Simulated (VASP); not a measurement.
# CaSc2 (P6/mmm) in VASP: notebook

CaSc2 is run at these levels: PBE; tasks: single point.

Everything below comes from runs of VASP 6.6.1. Logs are shortened: lines on timing, memory, paths and dates and some standing lists are left out, and cuts for length are marked.

### Step 1. The cell of the first run

Symmetry: P6/mmm, No. 191, hexagonal system. The conventional cell has a = 4.182 Å, b = 4.182 Å, c = 4.183 Å, α = 90.00°, β = 90.00°, γ = 120.00°. Ca (site symmetry 6/mmm) has 12 Sc at 3.19 Å and 8 Ca at 4.18 Å within 4.2 Å. Within 3.2 Å of Sc (site symmetry -6m2) lie 3 Sc at 2.41 Å and 6 Ca at 3.19 Å.

The cell was generated, and may not be a known phase.

### Step 2. Single point, PBE

Input file INCAR:

```
SYSTEM = CaSc2
PREC = Accurate ; ENCUT = 520
EDIFF = 1E-6 ; ISMEAR = 0
SIGMA = 0.1 ; LREAL = .FALSE.
LASPH = .TRUE. ; NELM = 60
ALGO = Normal ; ISIF = 2
LWAVE = .FALSE. ; LCHARG = .FALSE.
GGA = PE ; NBANDS = 23
```

Input file KPOINTS:

```
Automatic mesh
0
G
  6 6 4
  0 0 0
```

Input file POSCAR:

```
CaSc2
1.0
    4.1815933200      0.0000000000      0.0000000000
   -2.0907966600      3.6213660500      0.0000000000
    0.0000000000      0.0000000000      4.1825682000
Ca Sc
1 2
Direct
    0.0000000000      0.0000000000      0.0000000000
    0.3333333300      0.6666666700      0.5000000000
    0.6666666700      0.3333333300      0.5000000000
```

Potentials or basis: VASP PAW PBE potentials, release 64 (Ca_sv, Sc_sv).

Launch:

```console
$ cat potpaw_PBE.64/Ca_sv/POTCAR potpaw_PBE.64/Sc_sv/POTCAR > POTCAR
$ mpirun -np 1 vasp_std > vasp.out
```

OUTCAR:

```text
SYSTEM = CaSc2
   PREC = Accurate
   ENCUT = 520
   EDIFF = 1E-6
   ISMEAR = 0
   LREAL = .FALSE.
   LASPH = .TRUE.
   NELM = 60
   ISIF = 2
   GGA = PE

 ion  position               nearest neighbor table
   1  0.000  0.000  0.000-   2 3.19   3 3.19   2 3.19   3 3.19   3 3.19   3 3.19   2 3.19   2 3.19
                             3 3.19   3 3.19   2 3.19   2 3.19
   2  0.333  0.667  0.500-   3 2.41   3 2.41   3 2.41   1 3.19   1 3.19   1 3.19   1 3.19   1 3.19
                             1 3.19
   3  0.667  0.333  0.500-   2 2.41   2 2.41   2 2.41   1 3.19   1 3.19   1 3.19   1 3.19   1 3.19
                             1 3.19

  LATTYP: Found a hexagonal cell.
 ALAT       =     4.1815933200
 C/A-ratio  =     1.0002331360

  Lattice vectors:

 A1 = (   4.1815933200,   0.0000000000,   0.0000000000)
 A2 = (  -2.0907966600,   3.6213660500,   0.0000000000)
 A3 = (   0.0000000000,   0.0000000000,   4.1825682000)

Analysis of symmetry for initial positions (statically):
=====================================================================
 Subroutine PRICEL returns:
 Original cell was already a primitive cell.

 Routine SETGRP: Setting up the symmetry group for a
 hexagonal supercell.

 Subroutine GETGRP returns: Found 24 space group operations
 (whereof 24 operations were pure point group operations)
 out of a pool of 24 trial point group operations.

The static configuration has the point symmetry D_6h.

Analysis of symmetry for dynamics (positions and initial velocities):
=====================================================================
 Subroutine PRICEL returns:
 Original cell was already a primitive cell.

 Routine SETGRP: Setting up the symmetry group for a
 hexagonal supercell.

 Subroutine GETGRP returns: Found 24 space group operations
 (whereof 24 operations were pure point group operations)
 out of a pool of 24 trial point group operations.

The dynamic configuration has the point symmetry D_6h.

 Subroutine INISYM returns: Found 24 space group operations
 (whereof 24 operations are pure point group operations),
 and found     1 'primitive' translations

----------------------------------------------------------------------------------------

                                     Primitive cell

  volume of cell :      63.3370

  direct lattice vectors                    reciprocal lattice vectors
     4.181593320  0.000000000  0.000000000     0.239143294  0.138069445  0.000000000
    -2.090796660  3.621366050  0.000000000     0.000000000  0.276138890  0.000000000
[... 84 lines left out ...]
   LREAL  =      F    real-space projection
   EDIFFG = 0.1E-04   stopping-criterion for IOM
   NSW    =      0    number of steps for IOM
   IBRION =     -1    ionic relax: 0-MD 1-quasi-New 2-CG
   NFREE  =      0    steps in history (QN), initial steepest desc. (CG)
   ISIF   =      2    stress and relaxation
   ISYM   =      2    0-nonsym 1-usesym 2-fastsym
   POTIM  = 0.5000    time-step for ionic-motion
   TEBEG  =    0.0;   TEEND  =   0.0 temperature during run
   PSTRESS=    0.0 pullay stress
   NELECT =      32.0000    total number of electrons
   NUPDOWN=      -1.0000    fix difference up-down
   EMIN   =  10.00;   EMAX   =-10.00  energy-range for DOS
   EFERMI =   0.00;   METHOD = LEGACY
   ISMEAR =     0;   SIGMA  =   0.10  broadening in eV -4-tet -1-fermi 0-gaus
   EFERMI_NEDOS =   21; number of points for ismear=-14 and -15
   IALGO  =     38    algorithm
   IMIX   =      4    mixing-type and parameters
     AMIX     =   0.40;   BMIX     =  1.00
     AMIX_MAG =   1.60;   BMIX_MAG =  1.00
  volume/ion in A,a.u.               =      21.11       142.47
  Fermi-wavevector in a.u.,A,eV,Ry     =   1.303884  2.463984 23.131461  1.700114
  Thomas-Fermi vector in A             =   2.434857
   LORBIT       =      0    0 simple, 1 ext, 2 COOP (PROOUT), +10 PAW based schemes
   GGA     = PE    functional components
   LHFCALC =     F    Hartree Fock is set to
   AEXX    =    0.0000 exact exchange contribution
   IVDW    =     0    specifies the selected vdW correction
   LEPSILON=     F    determine dielectric tensor
   LRPA    =     F    only Hartree local field effects (RPA)
 non-spin polarized calculation
 Gauss-broadening in eV      SIGMA  =   0.10
  energy-cutoff  :      520.00
  volume of cell :       63.34
 maximum number of plane-waves:      1746
 NGX is ok and might be reduce to    32
   NGX = 15   NGY = 15   NGZ = 15

 number of electron      31.9999995 magnetization

 Free energy of the ion-electron system (eV)
  ---------------------------------------------------
  ext. energy  EPLUGINS =         0.00000000
  ---------------------------------------------------
  free energy    TOTEN  =       -10.18345469 eV

  energy without entropy =      -10.15468866  energy(sigma->0) =      -10.16907168

 E-fermi :   4.5380     XC(G=0): -10.3024

 val. band max:        4.5370360712   @ k =   0.1667  -0.0000   0.2500
 cond. band min:       4.5866964952   @ k =   0.3333   0.1667   0.5000
 fundamental gap:      0.0496604240
 Fermi energy:         4.5380312175

 k-point     1 :       0.0000    0.0000    0.0000
  band No.  band energies     occupation
      1     -44.5015      2.00000
      2     -43.7438      2.00000
      3     -35.2796      2.00000
      4     -23.8606      2.00000
      5     -23.8606      2.00000
      6     -22.9425      2.00000
[... 535 lines left out ...]
     22       7.8134      0.00000
     23       7.8134      0.00000

------------------------ aborting loop because EDIFF is reached ----------------------------------------

  FORCE on cell =-STRESS in cart. coord.  units (eV):
  Direction    XX          YY          ZZ          XY          YZ          ZX
  --------------------------------------------------------------------------------------
  -------------------------------------------------------------------------------------
  Total       11.3230158     11.3230159      3.1133138      0.0000000      0.0000000      0.0000000
  in kB      286.4279839    286.4279849     78.7546537      0.0000000      0.0000000      0.0000000
  external PRESSURE =     217.2035408 kB  Pullay stress =       0.0000000 kB

 VOLUME and BASIS-vectors are now :
 -----------------------------------------------------------------------------
  energy-cutoff  :      520.00
  volume of cell :       63.34
      direct lattice vectors                 reciprocal lattice vectors
     4.181593320  0.000000000  0.000000000     0.239143294  0.138069445  0.000000000
    -2.090796660  3.621366050  0.000000000     0.000000000  0.276138890  0.000000000
     0.000000000  0.000000000  4.182568200     0.000000000  0.000000000  0.239087554

 POSITION                                       TOTAL-FORCE (eV/Angst)
 -----------------------------------------------------------------------------------
      0.00000      0.00000      0.00000        -0.000000      0.000000      0.000000
     -0.00000      2.41424      2.09128         0.000000      0.000000      0.000000
      2.09080      1.20712      2.09128        -0.000000      0.000000      0.000000
 -----------------------------------------------------------------------------------
    total drift:                               -0.000000      0.000000     -0.000000

  FREE ENERGIE OF THE ION-ELECTRON SYSTEM (eV)
  ---------------------------------------------------
  free  energy   TOTEN  =       -10.1834546923 eV

  energy  without entropy=      -10.1546886644  energy(sigma->0) =      -10.16907168
```

stdout:

```text
POSCAR found type information on POSCAR CaSc
 POSCAR found :  2 types and       3 ions
 scaLAPACK will be used
 LDA part: xc-table for (Slater+PW92), standard interpolation
 POSCAR, INCAR and KPOINTS ok, starting setup
 FFT: planning ... GRIDC
 FFT: planning ... GRID_SOFT
 FFT: planning ... GRID
 WAVECAR not read
 entering main loop
```

Wall time 40 s (1 thread of Intel Xeon 8259CL, shared host); peak memory 0.19 GiB.

Results:

```
Free energy            : -10.1835 eV
Pressure               : 21.7 GPa
Band gap on the k mesh : zero (bands 16 and 17 overlap by 1.16 eV)
```

Caveat: the k points lie up to 0.38 Å⁻¹ apart, too coarse for converged energies and pressures of a metal.

### Step 3. Single point, PBE

This run uses another cell than the first one, of 29.08 Å³/atom.

Input file INCAR:

```
SYSTEM = CaSc2
PREC = Accurate
ENCUT = 520
EDIFF = 1E-6
ISMEAR = 0
SIGMA = 0.1
LREAL = .FALSE.
LASPH = .TRUE.
NELM = 100
ALGO = Fast
ISIF = 2
LWAVE = .FALSE.
LCHARG = .TRUE.
GGA = PE
LELF = .TRUE.
LVHAR = .TRUE.
NBANDS = 23
```

Input file KPOINTS:

```
regular mesh
0
G
  6 6 4
  0 0 0
```

Input file POSCAR:

```
CaSc2
1.0
    5.5108020147      0.0000000000      0.0000000000
   -2.7554010074      4.7724945400      0.0000000000
    0.0000000000      0.0000000000      3.3172436925
Ca Sc
1 2
Direct
    0.0000000000      0.0000000000      0.0000000000
    0.3333333333      0.6666666667      0.5000000000
    0.6666666667      0.3333333333      0.5000000000
```

Potentials or basis: VASP PAW PBE potentials, release 64 (Ca_sv, Sc_sv).

Launch:

```console
$ cat potpaw_PBE.64/Ca_sv/POTCAR potpaw_PBE.64/Sc_sv/POTCAR > POTCAR
$ mpirun -np 1 vasp_std > vasp.out
```

OUTCAR:

```text
SYSTEM = CaSc2
   PREC = Accurate
   ENCUT = 520
   EDIFF = 1E-6
   ISMEAR = 0
   LREAL = .FALSE.
   LASPH = .TRUE.
   NELM = 100
   ISIF = 2
   GGA = PE

 ion  position               nearest neighbor table
   1  0.000  0.000  0.000-
   2  0.333  0.667  0.500-   3 3.18   3 3.18   3 3.18
   3  0.667  0.333  0.500-   2 3.18   2 3.18   2 3.18

  LATTYP: Found a hexagonal cell.
 ALAT       =     5.5108020147
 C/A-ratio  =     0.6019529796

  Lattice vectors:

 A1 = (   5.5108020147,   0.0000000000,   0.0000000000)
 A2 = (  -2.7554010074,   4.7724945400,   0.0000000000)
 A3 = (   0.0000000000,   0.0000000000,   3.3172436925)

Analysis of symmetry for initial positions (statically):
=====================================================================
 Subroutine PRICEL returns:
 Original cell was already a primitive cell.

 Routine SETGRP: Setting up the symmetry group for a
 hexagonal supercell.

 Subroutine GETGRP returns: Found 24 space group operations
 (whereof 24 operations were pure point group operations)
 out of a pool of 24 trial point group operations.

The static configuration has the point symmetry D_6h.

Analysis of symmetry for dynamics (positions and initial velocities):
=====================================================================
 Subroutine PRICEL returns:
 Original cell was already a primitive cell.

 Routine SETGRP: Setting up the symmetry group for a
 hexagonal supercell.

 Subroutine GETGRP returns: Found 24 space group operations
 (whereof 24 operations were pure point group operations)
 out of a pool of 24 trial point group operations.

The dynamic configuration has the point symmetry D_6h.

 Subroutine INISYM returns: Found 24 space group operations
 (whereof 24 operations are pure point group operations),
[... 107 lines left out ...]
   EMIN   =  10.00;   EMAX   =-10.00  energy-range for DOS
   EFERMI =   0.00;   METHOD = LEGACY
   ISMEAR =     0;   SIGMA  =   0.10  broadening in eV -4-tet -1-fermi 0-gaus
   EFERMI_NEDOS =   21; number of points for ismear=-14 and -15
   IALGO  =     68    algorithm
   IMIX   =      4    mixing-type and parameters
     AMIX     =   0.40;   BMIX     =  1.00
     AMIX_MAG =   1.60;   BMIX_MAG =  1.00
  volume/ion in A,a.u.               =      29.08       196.25
  Fermi-wavevector in a.u.,A,eV,Ry     =   1.171869  2.214511 18.684557  1.373276
  Thomas-Fermi vector in A             =   2.308306
   LORBIT       =      0    0 simple, 1 ext, 2 COOP (PROOUT), +10 PAW based schemes
   GGA     = PE    functional components
   LHFCALC =     F    Hartree Fock is set to
   AEXX    =    0.0000 exact exchange contribution
   IVDW    =     0    specifies the selected vdW correction
   LEPSILON=     F    determine dielectric tensor
   LRPA    =     F    only Hartree local field effects (RPA)
 non-spin polarized calculation
 RMM-DIIS sequential band-by-band and
 Gauss-broadening in eV      SIGMA  =   0.10
  energy-cutoff  :      520.00
  volume of cell :       87.24
 maximum number of plane-waves:      2376
 NGX is ok and might be reduce to    42
   NGX = 21   NGY = 21   NGZ = 13

 number of electron      32.0000005 magnetization

 Free energy of the ion-electron system (eV)
  ---------------------------------------------------
  ext. energy  EPLUGINS =         0.00000000
  ---------------------------------------------------
  free energy    TOTEN  =       -13.59301482 eV

  energy without entropy =      -13.54962247  energy(sigma->0) =      -13.57131864

 E-fermi :   3.0328     XC(G=0):  -9.1380

 val. band max:        3.0267940759   @ k =   0.1667   0.0000   0.0000
 cond. band min:       3.0354784810   @ k =   0.1667   0.1667   0.5000
 fundamental gap:      0.0086844051
 Fermi energy:         3.0327961030

 k-point     1 :       0.0000    0.0000    0.0000
  band No.  band energies     occupation
      1     -46.8254      2.00000
      2     -46.7855      2.00000
      3     -37.7671      2.00000
      4     -25.5171      2.00000
      5     -25.5171      2.00000
      6     -25.3580      2.00000
[... 535 lines left out ...]
     22       5.2420      0.00000
     23       5.2430      0.00000

------------------------ aborting loop because EDIFF is reached ----------------------------------------

  FORCE on cell =-STRESS in cart. coord.  units (eV):
  Direction    XX          YY          ZZ          XY          YZ          ZX
  --------------------------------------------------------------------------------------
  -------------------------------------------------------------------------------------
  Total        0.0827378      0.0827378      0.0285949     -0.0000000     -0.0000000      0.0000000
  in kB        1.5194168      1.5194168      0.5251230     -0.0000000     -0.0000000      0.0000000
  external PRESSURE =       1.1879855 kB  Pullay stress =       0.0000000 kB

 VOLUME and BASIS-vectors are now :
 -----------------------------------------------------------------------------
  energy-cutoff  :      520.00
  volume of cell :       87.24
      direct lattice vectors                 reciprocal lattice vectors
     5.510802015  0.000000000  0.000000000     0.181461790  0.104767014  0.000000000
    -2.755401007  4.772494540  0.000000000     0.000000000  0.209534027  0.000000000
     0.000000000  0.000000000  3.317243692     0.000000000  0.000000000  0.301455091

 POSITION                                       TOTAL-FORCE (eV/Angst)
 -----------------------------------------------------------------------------------
      0.00000      0.00000      0.00000         0.000000      0.000000     -0.000000
     -0.00000      3.18166      1.65862         0.000000     -0.000000     -0.000000
      2.75540      1.59083      1.65862        -0.000000      0.000000      0.000000
 -----------------------------------------------------------------------------------
    total drift:                                0.000000      0.000000     -0.000000

  FREE ENERGIE OF THE ION-ELECTRON SYSTEM (eV)
  ---------------------------------------------------
  free  energy   TOTEN  =       -13.5930148194 eV

  energy  without entropy=      -13.5496224670  energy(sigma->0) =      -13.57131864
```

stdout:

```text
POSCAR found type information on POSCAR CaSc
 POSCAR found :  2 types and       3 ions
 scaLAPACK will be used
 LDA part: xc-table for (Slater+PW92), standard interpolation
 POSCAR, INCAR and KPOINTS ok, starting setup
 FFT: planning ... GRIDC
 FFT: planning ... GRID_SOFT
 FFT: planning ... GRID
 WAVECAR not read
 entering main loop
WARNING in EDDRMM: call to ZHEGV failed, returncode =   8  4     19
```

Run time: 4.1 min. Hardware: 1 thread of Intel Xeon 8259CL, shared host; peak memory 0.23 GiB.

Results:

```yaml
Free_energy: -13.5930 eV
Pressure: 0.1 GPa
Band_gap_on_the_k_mesh: zero (bands 16 and 17 overlap by 0.62 eV)
```

Stress tensor (GPa, compression positive):
```
0.15 0.00 0.00
0.00 0.15 0.00
0.00 0.00 0.05
```

Levels at points of the mesh, in eV from the Fermi level:
```
           k point  band 13  band 14  band 15  band 16  band 17  band 18  band 19  band 20
(0.00, 0.00, 0.00)    -4.70    -0.40    -0.07    -0.07    -0.01    -0.01     0.26     2.02
(0.50, 0.00, 0.00)    -3.01    -2.82    -1.34     0.25     0.39     0.46     0.53     1.40
(0.00, 0.00, 0.50)    -1.74    -1.08    -0.52    -0.52    -0.07    -0.07     1.32     1.32
(0.50, 0.00, 0.50)    -1.10    -1.09    -0.52    -0.24     0.12     0.35     0.50     1.46
```

Caveat: the k points lie up to 0.47 Å⁻¹ apart, too coarse for converged energies and pressures of a metal.

The gap in the log of VASP goes by the Fermi energy; the results here count the filled bands.